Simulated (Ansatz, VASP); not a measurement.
One calculation of Lu, two programs

File INCAR:

```
SYSTEM = Lu
PREC = Accurate
ENCUT = 520
EDIFF = 1E-6
ISMEAR = -1
SIGMA = 0.08
LREAL = .FALSE.
LASPH = .TRUE.
NELM = 60
ALGO = Normal
ISIF = 2
LWAVE = .FALSE.
LCHARG = .TRUE.
GGA = PE
LELF = .TRUE.
LVHAR = .TRUE.
NBANDS = 18
```

The input KPOINTS:

```
regular mesh
0
G
  13 13 12
  0 0 0
```

POSCAR

```
Lu
1.0
    2.7440484571      0.0000000000      0.0000000000
   -1.3720242286      2.3764156731      0.0000000000
    0.0000000000      0.0000000000      2.6154169280
Lu
1
Direct
    0.0000000000      0.0000000000      0.0000000000
```

Input for Ansatz:

```yaml
crystal:
  lattice:
    - [2.7440484571, 0.0, 0.0]
    - [-1.3720242286, 2.3764156731, 0.0]
    - [0.0, 0.0, 2.615416928]
  atoms:
    - { symbol: Lu, position: [0.0, 0.0, 0.0] }
kpoints:
  mp_grid: { grid: [13, 13, 12] }
scf:
  occupations: { method: fermi_dirac, width: 0.08 }
hamiltonian:
  xc: pbe
  pseudopotentials: { kind: paw }
output:
  forces: true
  stress: true
  eigenvalues: true
  populations: true
```

Change from the starting cell: volume scaled by 0.55, PAW files.

Alike in both runs: task single point; functional PBE; k mesh 13 × 13 × 12; occupations fermi-dirac, width 0.08 eV; no spin polarisation.

|  | VASP | Ansatz |
| --- | --- | --- |
| version | VASP 6.6.1 | Ansatz 0.2.0 |
| potentials or method | VASP PAW PBE potentials, release 64 (Lu) | PAW with Ansatz's default frozen-core files, scalar-relativistic |
| plane-wave cutoff (eV) | 520 | 420 |
| valence electrons in the cell | 25 | 25 |

Ansatz gave:

- pressure (GPa): 58.6

Question: Estimate VASP's values.

Answer: Pressure (GPa): 60.1.

Both programs put the cell under a high pressure, so it lies far from rest at this level. The functional is the same, so the differences come from potentials, cutoffs and numerics.

Neither program's run includes spin-orbit coupling. Noted on VASP's run: the cell as given lies far from equilibrium.
